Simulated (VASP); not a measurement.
# SiC (P6_3mc) in VASP: single point with PBE

Aim: the single point of SiC with PBE.

Program: VASP 6.6.1. These are calculated values, not measurements. Logs are shortened: lines on timing, memory, paths and dates and some standing lists are left out, and cuts for length are marked.

## Step 1: The cell of the first run

Symmetry: P6_3mc, No. 186, hexagonal system. The conventional cell has a = 3.094 Å, b = 3.094 Å, c = 10.129 Å, α = 90.00°, β = 90.00°, γ = 120.00°. Si (site symmetry 3m) has 4 C at 1.90 Å within 2.5 Å. Within 2.5 Å of Si (site symmetry 3m) lie 4 C at 1.89 to 1.90 Å. Within 2.5 Å of C (site symmetry 3m) lie 4 Si at 1.89 to 1.90 Å. Within 2.5 Å of C (site symmetry 3m) lie 4 Si at 1.90 Å.

## Step 2: Single point, PBE

Input file INCAR:

```
PREC = Accurate
ENCUT = 520
EDIFF = 1E-7
ISMEAR = 0
SIGMA = 0.02
LREAL = False
LASPH = True
NELM = 100
ALGO = Normal
ISIF = 2
LWAVE = False
LCHARG = False
GGA = PE
NBANDS = 26
```

Input file KPOINTS:

```
regular mesh
0
Gamma
  12 12 4
```

Input file POSCAR:

```
SiC
1.0
    3.0941201826     -0.0000000029      0.0000000000
   -1.5470600888      2.6795866819      0.0000000000
    0.0000000000      0.0000000000     10.1293391958
Si C
4 4
Direct
    0.6666666667      0.3333333333      0.9378441882
    0.3333333333      0.6666666667      0.4378441882
    0.0000000000      0.0000000000      0.6878995562
    0.0000000000      0.0000000000      0.1878995562
    0.6666666667      0.3333333333      0.7498074459
    0.3333333333      0.6666666667      0.2498074459
    0.0000000000      0.0000000000      0.5004478097
    0.0000000000      0.0000000000      0.0004478097
```

Potentials or basis: VASP PAW PBE potentials, release 64 (Si, C).

Started as:

```console
cat potpaw_PBE.64/Si/POTCAR potpaw_PBE.64/C/POTCAR > POTCAR
mpirun -np 1 vasp_std > vasp.out
```

OUTCAR:

```text
PREC = Accurate
   ENCUT = 520
   EDIFF = 1E-7
   ISMEAR = 0
   LREAL = False
   LASPH = True
   NELM = 100
   ISIF = 2
   GGA = PE

 ion  position               nearest neighbor table
   1  0.667  0.333  0.938-   8 1.90   8 1.90   8 1.90   5 1.90   3 3.10   3 3.10   3 3.10   4 3.10
                             4 3.10   4 3.10
   2  0.333  0.667  0.438-   7 1.90   7 1.90   7 1.90   6 1.90   4 3.10   4 3.10   4 3.10   3 3.10
                             3 3.10   3 3.10
   3  0.000  0.000  0.688-   5 1.89   5 1.89   5 1.89   7 1.90   1 3.10   1 3.10   1 3.10   2 3.10
                             2 3.10   2 3.10
   4  0.000  0.000  0.188-   6 1.89   6 1.89   6 1.89   8 1.90   2 3.10   2 3.10   2 3.10   1 3.10
                             1 3.10   1 3.10
   5  0.667  0.333  0.750-   3 1.89   3 1.89   3 1.89   1 1.90
   6  0.333  0.667  0.250-   4 1.89   4 1.89   4 1.89   2 1.90
   7  0.000  0.000  0.500-   2 1.90   2 1.90   2 1.90   3 1.90
   8  0.000  0.000  0.000-   1 1.90   1 1.90   1 1.90   4 1.90

  LATTYP: Found a hexagonal cell.
 ALAT       =     3.0941201826
 C/A-ratio  =     3.2737381220

  Lattice vectors:

 A1 = (   3.0941201826,  -0.0000000029,   0.0000000000)
 A2 = (  -1.5470600888,   2.6795866819,   0.0000000000)
 A3 = (   0.0000000000,   0.0000000000,  10.1293391958)

Analysis of symmetry for initial positions (statically):
=====================================================================
 Subroutine PRICEL returns:
 Original cell was already a primitive cell.

 Routine SETGRP: Setting up the symmetry group for a
 hexagonal supercell.

 Subroutine GETGRP returns: Found 12 space group operations
 (whereof  6 operations were pure point group operations)
 out of a pool of 24 trial point group operations.

The static configuration has the point symmetry C_3v.
 The point group associated with its full space group is C_6v.

Analysis of symmetry for dynamics (positions and initial velocities):
=====================================================================
 Subroutine PRICEL returns:
 Original cell was already a primitive cell.

 Routine SETGRP: Setting up the symmetry group for a
 hexagonal supercell.

 Subroutine GETGRP returns: Found 12 space group operations
 (whereof  6 operations were pure point group operations)
 out of a pool of 24 trial point group operations.

The dynamic configuration has the point symmetry C_3v.
 The point group associated with its full space group is C_6v.

 Subroutine INISYM returns: Found 12 space group operations
 (whereof  6 operations are pure point group operations),
 and found     1 'primitive' translations

----------------------------------------------------------------------------------------

                                     Primitive cell

  volume of cell :      83.9820

  direct lattice vectors                    reciprocal lattice vectors
     3.094120183 -0.000000003  0.000000000     0.323193652  0.186595941  0.000000000
    -1.547060089  2.679586682  0.000000000     0.000000000  0.373191883  0.000000000
     0.000000000  0.000000000 10.129339196     0.000000000  0.000000000  0.098723123

  length of vectors
     3.094120183  3.094120183 10.129339196     0.373191883  0.373191883  0.098723123

  position of ions in fractional coordinates (direct lattice)
     0.666666667  0.333333333  0.937844188
     0.333333333  0.666666667  0.437844188
     0.000000000  0.000000000  0.687899556
     0.000000000  0.000000000  0.187899556
     0.666666667  0.333333333  0.749807446
     0.333333333  0.666666667  0.249807446
     0.000000000  0.000000000  0.500447810
     0.000000000  0.000000000  0.000447810

  ion indices of the primitive-cell ions
   primitive index   ion index
                 1           1
                 2           2
                 3           3
                 4           4
                 5           5
                 6           6
                 7           7
                 8           8

----------------------------------------------------------------------------------------

 KPOINTS: regular mesh

Automatic generation of k-mesh.
 Grid dimensions read from file:
 generate k-points for:   12   12    4

 Generating k-lattice:

  Cartesian coordinates                     Fractional coordinates (reciprocal lattice)
     0.026932804  0.015549662  0.000000000     0.083333333  0.000000000  0.000000000
     0.000000000  0.031099324  0.000000000    -0.000000000  0.083333333  0.000000000
     0.000000000  0.000000000  0.024680781     0.000000000  0.000000000  0.250000000

  Length of vectors
     0.031099324  0.031099324  0.024680781

  Shift w.r.t. Gamma in fractional coordinates (k-lattice)
     0.000000000  0.000000000  0.000000000

 Subroutine IBZKPT returns following result:
 ===========================================

 Found     57 irreducible k-points:

 Following reciprocal coordinates:
            Coordinates               Weight
  0.000000  0.000000  0.000000      1.000000
  0.083333  0.000000  0.000000      6.000000
  0.166667  0.000000  0.000000      6.000000
  0.250000  0.000000  0.000000      6.000000
  0.333333  0.000000  0.000000      6.000000
  0.416667  0.000000  0.000000      6.000000
[... 16 lines left out ...]
  0.250000  0.000000  0.250000     12.000000
  0.333333  0.000000  0.250000     12.000000
 [... further k-points ...]
   k-points           NKPTS =     57   k-points in BZ     NKDIM =     57   number of bands    NBANDS=     26
   number of dos      NEDOS =    301   number of ions     NIONS =      8
   total plane-waves  NPLWV =  46080
   dimension x,y,z NGX =    24 NGY =   24 NGZ =   80
   dimension x,y,z NGXF=    48 NGYF=   48 NGZF=  160
   ions per type =               4   4
   NGX,Y,Z   is equivalent  to a cutoff of  12.90, 12.90, 13.13 a.u.
   NGXF,Y,Z  is equivalent  to a cutoff of  25.79, 25.79, 26.26 a.u.
 SYSTEM =  unknown system
   PREC   = accura    normal or accurate (medium, high low for compatibility)
   ISTART =      0    job   : 0-new  1-cont  2-samecut
   ICHARG =      2    charge: 1-file 2-atom 10-const
   ISPIN  =      1    spin polarized calculation?
   LNONCOLLINEAR =      F non collinear calculations
   LSORBIT =      F    spin-orbit coupling
   LASPH  =      T    aspherical Exc in radial PAW
   ENCUT  =  520.0 eV  38.22 Ry    6.18 a.u.   5.75  5.75 18.83*2*pi/ulx,y,z
   NELM   =    100;   NELMIN=  2; NELMDL= -5     # of ELM steps
   EDIFF  = 0.1E-06   stopping-criterion for ELM
   LREAL  =      F    real-space projection
   EDIFFG = 0.1E-05   stopping-criterion for IOM
   NSW    =      0    number of steps for IOM
   IBRION =     -1    ionic relax: 0-MD 1-quasi-New 2-CG
   NFREE  =      0    steps in history (QN), initial steepest desc. (CG)
   ISIF   =      2    stress and relaxation
   ISYM   =      2    0-nonsym 1-usesym 2-fastsym
   POTIM  = 0.5000    time-step for ionic-motion
   TEBEG  =    0.0;   TEEND  =   0.0 temperature during run
   PSTRESS=    0.0 pullay stress
   NELECT =      32.0000    total number of electrons
   NUPDOWN=      -1.0000    fix difference up-down
   EMIN   =  10.00;   EMAX   =-10.00  energy-range for DOS
   EFERMI =   0.00;   METHOD = LEGACY
   ISMEAR =     0;   SIGMA  =   0.02  broadening in eV -4-tet -1-fermi 0-gaus
   EFERMI_NEDOS =   21; number of points for ismear=-14 and -15
   IALGO  =     38    algorithm
   IMIX   =      4    mixing-type and parameters
     AMIX     =   0.40;   BMIX     =  1.00
     AMIX_MAG =   1.60;   BMIX_MAG =  1.00
  volume/ion in A,a.u.               =      10.50        70.84
  Fermi-wavevector in a.u.,A,eV,Ry     =   1.186851  2.242823 19.165368  1.408615
  Thomas-Fermi vector in A             =   2.323015
   LORBIT       =      0    0 simple, 1 ext, 2 COOP (PROOUT), +10 PAW based schemes
   GGA     = PE    functional components
   LHFCALC =     F    Hartree Fock is set to
   AEXX    =    0.0000 exact exchange contribution
   IVDW    =     0    specifies the selected vdW correction
   LEPSILON=     F    determine dielectric tensor
   LRPA    =     F    only Hartree local field effects (RPA)
 non-spin polarized calculation
 Gauss-broadening in eV      SIGMA  =   0.02
  energy-cutoff  :      520.00
  volume of cell :       83.98
 maximum number of plane-waves:      2280
 NGX is ok and might be reduce to    24
   NGX = 11   NGY = 11   NGZ = 37

 number of electron      32.0000001 magnetization

 Free energy of the ion-electron system (eV)
  ---------------------------------------------------
  ext. energy  EPLUGINS =         0.00000000
  ---------------------------------------------------
  free energy    TOTEN  =       -60.24903475 eV

  energy without entropy =      -60.24903475  energy(sigma->0) =      -60.24903475

 E-fermi :   8.1017     XC(G=0): -11.2898

 val. band max:        8.0108228088   @ k =   0.0000   0.0000   0.0000
 cond. band min:      10.2336912352   @ k =   0.5000   0.0000   0.0000
 fundamental gap:      2.2228684264
 Fermi energy:         8.1017476283

 k-point     1 :       0.0000    0.0000    0.0000
  band No.  band energies     occupation
      1      -7.3547      2.00000
      2      -6.1916      2.00000
      3      -6.1558      2.00000
      4      -3.8427      2.00000
      5      -0.5168      2.00000
      6       3.6583      2.00000
[... 18 lines left out ...]
     25      15.2995      0.00000
     26      15.9843      0.00000

 k-point     2 :       0.0833    0.0000    0.0000
  band No.  band energies     occupation
      1      -7.2355      2.00000
      2      -6.0764      2.00000
      3      -6.0401      2.00000
      4      -3.7420      2.00000
      5      -0.4081      2.00000
      6       3.6941      2.00000
[... 18 lines left out ...]
     25      15.3645      0.00000
     26      15.8700      0.00000

 k-point     3 :       0.1667    0.0000    0.0000
  band No.  band energies     occupation
      1      -6.8809      2.00000
      2      -5.7350      2.00000
      3      -5.6967      2.00000
      4      -3.4491      2.00000
      5      -0.0921      2.00000
      6       3.6663      2.00000
[... 18 lines left out ...]
     25      15.9232      0.00000
     26      16.0984      0.00000

 k-point     4 :       0.2500    0.0000    0.0000
  band No.  band energies     occupation
      1      -6.3017      2.00000
      2      -5.1830      2.00000
      3      -5.1406      2.00000
      4      -3.0017      2.00000
      5       0.3793      2.00000
      6       2.7602      2.00000
[... 18 lines left out ...]
     25      16.4146      0.00000
     26      16.9673      0.00000

 k-point     5 :       0.3333    0.0000    0.0000
  band No.  band energies     occupation
      1      -5.5236      2.00000
      2      -4.4626      2.00000
      3      -4.4105      2.00000
      4      -2.5201      2.00000
      5       0.6830      2.00000
      6       1.4129      2.00000
[... 18 lines left out ...]
     25      16.6043      0.00000
     26      16.9232      0.00000

 k-point     6 :       0.4167    0.0000    0.0000
  band No.  band energies     occupation
      1      -4.6205      2.00000
      2      -3.7176      2.00000
      3      -3.6291      2.00000
      4      -2.3479      2.00000
      5       0.0388      2.00000
      6       0.3854      2.00000
[... 427 lines left out ...]
 k-point    21 :       0.0833    0.0000    0.2500
  band No.  band energies     occupation
      1      -7.1602      2.00000
      2      -6.5653      2.00000
      3      -5.4323      2.00000
      4      -4.0625      2.00000
      5       0.0324      2.00000
      6       2.3310      2.00000
[... 18 lines left out ...]
     25      15.4102      0.00000
     26      15.8022      0.00000

 k-point    22 :       0.1667    0.0000    0.2500
  band No.  band energies     occupation
      1      -6.8063      2.00000
      2      -6.2173      2.00000
      3      -5.0984      2.00000
      4      -3.7580      2.00000
      5       0.3265      2.00000
      6       2.4837      2.00000
[... 18 lines left out ...]
     25      15.9688      0.00000
     26      16.1596      0.00000

 k-point    23 :       0.2500    0.0000    0.2500
  band No.  band energies     occupation
      1      -6.2284      2.00000
      2      -5.6513      2.00000
      3      -4.5623      2.00000
      4      -3.2860      2.00000
      5       0.7334      2.00000
      6       2.3360      2.00000
[... 18 lines left out ...]
     25      16.6644      0.00000
     26      17.0037      0.00000

 k-point    24 :       0.3333    0.0000    0.2500
  band No.  band energies     occupation
      1      -5.4530      2.00000
      2      -4.9007      2.00000
      3      -3.8772      2.00000
      4      -2.7491      2.00000
      5       0.7802      2.00000
      6       1.3091      2.00000
[... 18 lines left out ...]
     25      16.5312      0.00000
     26      17.1607      0.00000

 [... further k-points ...]
[... 5 lines left out ...]
  --------------------------------------------------------------------------------------
  -------------------------------------------------------------------------------------
  Total       -0.0272364     -0.0272364     -0.0234228      0.0000000      0.0000000      0.0000000
  in kB       -0.5196063     -0.5196063     -0.4468510      0.0000000      0.0000000      0.0000000
  external PRESSURE =      -0.4953545 kB  Pullay stress =       0.0000000 kB

 VOLUME and BASIS-vectors are now :
 -----------------------------------------------------------------------------
  energy-cutoff  :      520.00
  volume of cell :       83.98
      direct lattice vectors                 reciprocal lattice vectors
     3.094120183 -0.000000003  0.000000000     0.323193652  0.186595941  0.000000000
    -1.547060089  2.679586682  0.000000000     0.000000000  0.373191883  0.000000000
     0.000000000  0.000000000 10.129339196     0.000000000  0.000000000  0.098723123

 POSITION                                       TOTAL-FORCE (eV/Angst)
 -----------------------------------------------------------------------------------
      1.54706      0.89320      9.49974        -0.000000      0.000000      0.001151
      0.00000      1.78639      4.43507         0.000000     -0.000000      0.001151
      0.00000      0.00000      6.96797         0.000000      0.000000     -0.001255
      0.00000      0.00000      1.90330        -0.000000      0.000000     -0.001255
      1.54706      0.89320      7.59505        -0.000000     -0.000000     -0.000128
      0.00000      1.78639      2.53038         0.000000     -0.000000     -0.000128
      0.00000      0.00000      5.06921        -0.000000      0.000000      0.000232
      0.00000      0.00000      0.00454         0.000000     -0.000000      0.000232
 -----------------------------------------------------------------------------------
    total drift:                                0.000000      0.000000     -0.000978

  FREE ENERGIE OF THE ION-ELECTRON SYSTEM (eV)
  ---------------------------------------------------
  free  energy   TOTEN  =       -60.2490347509 eV

  energy  without entropy=      -60.2490347509  energy(sigma->0) =      -60.24903475
```

It took 95 s on 1 thread of Intel Xeon 6975P-C, shared host; peak memory 0.25 GiB.

Results:

```yaml
Free_energy: -60.2490 eV
Pressure: 0.0 GPa
Band_gap_on_the_k_mesh: 2.22 eV, indirect (least direct gap 3.34 eV)
```

A k mesh can miss the band edges. Expect the measured gap to be larger: semilocal functionals such as PBE lack the derivative discontinuity.
